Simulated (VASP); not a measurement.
# InBS2 (P-3m1) in VASP: notebook, part 3 of 3

VASP 6.6.1. The steps go on from the part before.

**5. Relaxation of cell and atoms, PBE**

This run uses another cell than the first one, of 16.47 Å³/atom, 0.977 times its volume.

Contents of INCAR:

```
PREC     = Accurate       # precision mode
ENCUT    = 600            # plane-wave cutoff, eV
EDIFF    = 1E-6           # SCF threshold, eV
ISMEAR   = 0              # smearing method
SIGMA    = 0.1            # smearing width, eV
LREAL    = F              # projectors in reciprocal space
LASPH    = T              # aspherical terms in the spheres
NELM     = 80             # most SCF steps
ALGO     = Normal         # electronic algorithm
ISIF     = 3              # what is computed and relaxed
LWAVE    = F              # write WAVECAR
LCHARG   = F              # write CHGCAR
GGA      = PE             # functional
IBRION   = 2              # ionic algorithm
NSW      = 90             # ionic steps
EDIFFG   = -0.04          # ionic threshold
```

Contents of KPOINTS:

```
regular mesh
0
Gamma
  6 6 4
```

Contents of POSCAR:

```
InBS2
1.0
    3.6613954300      0.0000000000      0.0000000000
   -1.8306977200      3.1708614600      0.0000000000
    0.0000000000      0.0000000000      5.6751629200
In B S
1 1 2
Direct
    0.0000000000      0.0000000000      0.5000000000
    0.0000000000      0.0000000000      0.0000000000
    0.3333333300      0.6666666700      0.2500000000
    0.6666666700      0.3333333300      0.7500000000
```

Potentials or basis: VASP PAW PBE potentials, release 64 (In_d, B, S).

Started as:

```sh
$ cat potpaw_PBE.64/In_d/POTCAR potpaw_PBE.64/B/POTCAR potpaw_PBE.64/S/POTCAR > POTCAR
$ mpirun -np 1 vasp_std > vasp.out
```

OUTCAR:

```text
PREC = Accurate
   ENCUT = 600
   EDIFF = 1E-6
   ISMEAR = 0
   LREAL = F
   LASPH = T
   NELM = 80
   ISIF = 3
   GGA = PE
   IBRION = 2
   NSW = 90
   EDIFFG = -0.04

 ion  position               nearest neighbor table
   1  0.000  0.000  0.500-   3 2.55   4 2.55   4 2.55   3 2.55   4 2.55   3 2.55   2 2.84   2 2.84

   2  0.000  0.000  0.000-   1 2.84   1 2.84
   3  0.333  0.667  0.250-   1 2.55   1 2.55   1 2.55
   4  0.667  0.333  0.750-   1 2.55   1 2.55   1 2.55

  LATTYP: Found a hexagonal cell.
 ALAT       =     3.6613954300
 C/A-ratio  =     1.5500000010

  Lattice vectors:

 A1 = (   3.6613954300,   0.0000000000,   0.0000000000)
 A2 = (  -1.8306977200,   3.1708614600,   0.0000000000)
 A3 = (   0.0000000000,   0.0000000000,   5.6751629200)

Analysis of symmetry for initial positions (statically):
=====================================================================
 Subroutine PRICEL returns:
 Original cell was already a primitive cell.

 Routine SETGRP: Setting up the symmetry group for a
 hexagonal supercell.

 Subroutine GETGRP returns: Found 12 space group operations
 (whereof 12 operations were pure point group operations)
 out of a pool of 24 trial point group operations.

The static configuration has the point symmetry D_3d.

Analysis of symmetry for dynamics (positions and initial velocities):
=====================================================================
 Subroutine PRICEL returns:
 Original cell was already a primitive cell.

 Routine SETGRP: Setting up the symmetry group for a
 hexagonal supercell.

 Subroutine GETGRP returns: Found 12 space group operations
 (whereof 12 operations were pure point group operations)
 out of a pool of 24 trial point group operations.

The dynamic configuration has the point symmetry D_3d.

 Subroutine INISYM returns: Found 12 space group operations
 (whereof 12 operations are pure point group operations),
 and found     1 'primitive' translations

[... 113 lines left out ...]
   EFERMI_NEDOS =   21; number of points for ismear=-14 and -15
   IALGO  =     38    algorithm
   IMIX   =      4    mixing-type and parameters
     AMIX     =   0.40;   BMIX     =  1.00
     AMIX_MAG =   1.60;   BMIX_MAG =  1.00
  volume/ion in A,a.u.               =      16.47       111.16
  Fermi-wavevector in a.u.,A,eV,Ry     =   1.230817  2.325907 20.611603  1.514910
  Thomas-Fermi vector in A             =   2.365651
   LORBIT       =      0    0 simple, 1 ext, 2 COOP (PROOUT), +10 PAW based schemes
   GGA     = PE    functional components
   LHFCALC =     F    Hartree Fock is set to
   AEXX    =    0.0000 exact exchange contribution
   IVDW    =     0    specifies the selected vdW correction
   LEPSILON=     F    determine dielectric tensor
   LRPA    =     F    only Hartree local field effects (RPA)
 conjugate gradient relaxation of ions
 non-spin polarized calculation
 Gauss-broadening in eV      SIGMA  =   0.10
  energy-cutoff  :      600.00
  volume of cell :       65.89
 maximum number of plane-waves:      2225
 NGX is ok and might be reduce to    30
   NGX = 15   NGY = 15   NGZ = 23

--------------------------------------- Ionic step        1  -------------------------------------------

 number of electron      28.0000006 magnetization

 Free energy of the ion-electron system (eV)
  ---------------------------------------------------
  ext. energy  EPLUGINS =         0.00000000
  ---------------------------------------------------
  free energy    TOTEN  =       -14.72771624 eV

  energy without entropy =      -14.72365236  energy(sigma->0) =      -14.72568430

------------------------ aborting loop because EDIFF is reached ----------------------------------------

  FORCE on cell =-STRESS in cart. coord.  units (eV):
  Direction    XX          YY          ZZ          XY          YZ          ZX
  --------------------------------------------------------------------------------------
  -------------------------------------------------------------------------------------
  Total        3.9524438      3.9524438      6.9449203     -0.0000000      0.0000000      0.0000000
  in kB       96.1112110     96.1112112    168.8789861     -0.0000002      0.0000000      0.0000000
  external PRESSURE =     120.3671361 kB  Pullay stress =       0.0000000 kB
[... 1108 lines left out ...]
      5      -3.7892      2.00000
      6      -3.2334      2.00000
[... 10 lines left out ...]
     17      12.2415      0.00000
     18      18.6941      0.00000

[... ionic steps 4 to 28 ...]

--------------------------------------- Ionic step       29  -------------------------------------------

 number of electron      28.0000000 magnetization

------------------------ aborting loop because EDIFF is reached ----------------------------------------
[... 71 lines left out ...]
--------------------------------------- Ionic step       31  -------------------------------------------

 number of electron      27.9999996 magnetization

 Free energy of the ion-electron system (eV)
  ---------------------------------------------------
  ext. energy  EPLUGINS =         0.00000000
  ---------------------------------------------------
  free energy    TOTEN  =       -16.45214242 eV

  energy without entropy =      -16.44093585  energy(sigma->0) =      -16.44653914

 E-fermi :   7.1120     XC(G=0): -10.5782

 val. band max:        7.0959840547   @ k =  -0.1667   0.5000   0.2500
 cond. band min:       7.1377486618   @ k =   0.3333   0.3333   0.5000
 fundamental gap:      0.0417646071
 Fermi energy:         7.1120118713
[... 533 lines left out ...]
  FREE ENERGIE OF THE ION-ELECTRON SYSTEM (eV)
  ---------------------------------------------------
  free  energy   TOTEN  =       -16.4521424237 eV

  energy  without entropy=      -16.4409358490  energy(sigma->0) =      -16.44653914

 reached required accuracy - stopping structural energy minimisation
```

OSZICAR:

```text
N       E                     dE             d eps       ncg     rms          rms(c)
DAV:   1     0.228818600612E+03    0.22882E+03   -0.14904E+04   864   0.196E+03
DAV:   2     0.112455102542E+02   -0.21757E+03   -0.21216E+03   880   0.407E+02
DAV:   3    -0.140094818410E+02   -0.25255E+02   -0.24331E+02  1162   0.127E+02
DAV:   4    -0.151007847275E+02   -0.10913E+01   -0.10808E+01  1086   0.238E+01
[... 301 lines left out ...]
DAV:   3    -0.164522083276E+02    0.52946E-03   -0.13552E-03  1122   0.602E-01    0.440E-02
DAV:   4    -0.164521579272E+02    0.50400E-04   -0.13277E-04  1210   0.945E-02    0.314E-02
DAV:   5    -0.164521458568E+02    0.12070E-04   -0.17972E-05  1066   0.388E-02    0.147E-02
DAV:   6    -0.164521428216E+02    0.30353E-05   -0.33682E-06   918   0.177E-02    0.555E-03
DAV:   7    -0.164521424237E+02    0.39782E-06   -0.86854E-07   532   0.778E-03
  31 F= -.16452142E+02 E0= -.16446539E+02  d E =-.302403E-03
```

CONTCAR:

```text
InBS2
   1.00000000000000
     3.1235339545154810    0.0000000009487579   -0.0000000000000003
    -1.5617669807015890    2.7050597559847445    0.0000000000000004
    -0.0000000000000004    0.0000000000000001    7.9688724804992095
  In              B               S
     1     1     2
Direct
     0.0000000000000000    0.0000000000000000    0.5000000000000000
     0.0000000000000000    0.0000000000000000    0.0000000000000000
     0.3333333300000021    0.6666666699999979    0.1493530135280739
     0.6666666699999979    0.3333333300000021    0.8506469864719263

  0.00000000E+00  0.00000000E+00  0.00000000E+00
  0.00000000E+00  0.00000000E+00  0.00000000E+00
  0.00000000E+00  0.00000000E+00  0.00000000E+00
  0.00000000E+00  0.00000000E+00  0.00000000E+00
```

It took 21 min on 1 thread of Intel Xeon 8259CL, shared host; peak memory 0.23 GiB.

What came out:

- Free energy: -16.4521 eV
- Relaxed volume: 16.83 Å³/atom
- Relaxed cell: a = 3.124 Å, b = 3.124 Å, c = 7.969 Å, α = 90.00°, β = 90.00°, γ = 120.00°
- Space group after relaxing (to 0.05 Å): P-3m1 (No. 164)
- Energy gained by relaxing: 431.1 meV/atom
- Ionic steps: 31
- Pressure after relaxing: -0.1 GPa
- Largest force after relaxing: 0.012 eV/Å
- Band gap on the k mesh: zero (band 14 reaches 7.26 eV, above the bottom of band 15 at 6.61 eV)

Forces in eV/Å, atoms in the order of the input:
```
In   0.000  0.000  0.000
B    0.000  0.000  0.000
S    0.000  0.000 -0.012
S    0.000  0.000  0.012
```

Step by step:
```
step  energy change (eV)  largest force (eV/Å)  pressure (GPa)  volume (Å³)
   1              0.0000                1.4803           12.04        65.89
   2             -0.3228                0.0572           -4.61        78.38
   3             -0.3797                0.2676           -1.05        74.43
   4             -0.4171                0.2559           -0.92        73.70
   5             -0.4449                0.3269           -0.83        72.67
   6             -0.4989                0.7783           -1.12        70.46
   7             -0.5369                0.9009           -0.98        69.55
   8             -0.6839                1.3564            0.07        66.84
   9             -1.0210                1.2870            4.91        61.54
  10              0.1612                3.5046           40.59        51.41
  11             -1.0765                0.9927            6.94        60.31
  12             -1.0890                0.5940           10.22        58.77
  13             -1.0980                0.4892           10.69        58.62
  14             -1.1109                0.1667           12.38        58.15
  15             -1.1372                0.1626           11.88        58.40
  16             -1.2107                0.1437           10.44        59.16
  17             -1.3362                0.1029            7.86        60.70
  18             -1.5063                0.0219            3.37        63.82
  19             -1.5679                0.5278           -2.16        70.26
  20             -1.5826                0.3956           -1.15        68.64
  21             -1.5837                0.3659           -0.87        68.26
  22             -1.6017                0.3082           -0.94        68.23
  23             -1.6572                0.1427           -1.11        68.09
  24             -1.7129                0.3957           -1.31        67.69
  25             -1.7131                0.3131           -1.30        67.75
  26             -1.7221                0.1418            0.20        66.73
  27             -1.7222                0.1263            0.35        66.64
  28             -1.7235                0.0587            0.28        66.83
  29             -1.7241                0.0444            0.18        67.13
  30             -1.7241                0.0296            0.19        67.08
  31             -1.7244                0.0120           -0.10        67.33
```

Final structure:
```
In B S
1.0
     3.12353    0.00000    0.00000
    -1.56177    2.70506    0.00000
     0.00000    0.00000    7.96887
In B S
1 1 2
Direct
  0.00000 0.00000 0.50000
  0.00000 0.00000 0.00000
  0.33333 0.66667 0.14935
  0.66667 0.33333 0.85065
```

Levels at points of the mesh, in eV from the Fermi level:
| k point | band 12 | band 13 | band 14 | band 15 | band 16 | band 17 |
| --- | --- | --- | --- | --- | --- | --- |
| (0.00, 0.00, 0.00) | -1.05 | -0.20 | -0.20 | 3.04 | 4.14 | 4.14 |
| (0.50, 0.00, 0.00) | -3.42 | -1.32 | -0.71 | -0.47 | 1.18 | 2.53 |
| (0.00, 0.00, 0.50) | -1.04 | -0.20 | -0.20 | 1.14 | 4.14 | 4.14 |
| (0.50, 0.00, 0.50) | -2.88 | -2.51 | -1.35 | -0.51 | 1.08 | 3.93 |

Caveat: spin-orbit coupling is left out, which moves the levels of the heavy elements.

**6. The runs side by side**

```tsv
task	cell	k mesh	cutoff (eV)	gap on the mesh (eV)	pressure (GPa)	relaxed volume (Å³/atom)	largest force (eV/Å)
relaxation of cell and atoms	relaxed from a = 3.123, b = 3.123, c = 7.989 Å, angles 90.0, 90.0, 120.0°, 4 atoms	18 × 18 × 6	600	none	0.0	16.95	-
single point	a = 3.661, b = 3.661, c = 5.675 Å, angles 90.0, 90.0, 120.0°, 4 atoms	6 × 6 × 4	520	none	12.0	-	1.48
single point	a = 3.123, b = 3.123, c = 7.989 Å, angles 90.0, 90.0, 120.0°, 4 atoms	6 × 6 × 4	520	none	-0.1	-	0.01
relaxation of cell and atoms	relaxed from a = 3.661, b = 3.661, c = 5.675 Å, angles 90.0, 90.0, 120.0°, 4 atoms	6 × 6 × 4	600	none	-0.1	16.83	0.01
```

Alike in all rows: level PBE; potentials or basis VASP PAW PBE potentials, release 64 (In_d, B, S); no spin polarisation; smearing gaussian 0.1 eV.

Caveats: some runs use coarse meshes; spin-orbit coupling is left out, which moves the levels of the heavy elements; forces of over 1 eV/Å act on the atoms, so gaps and moduli don't describe the material at rest (some runs).

Absolute energies hang on the potentials; compare differences alone.
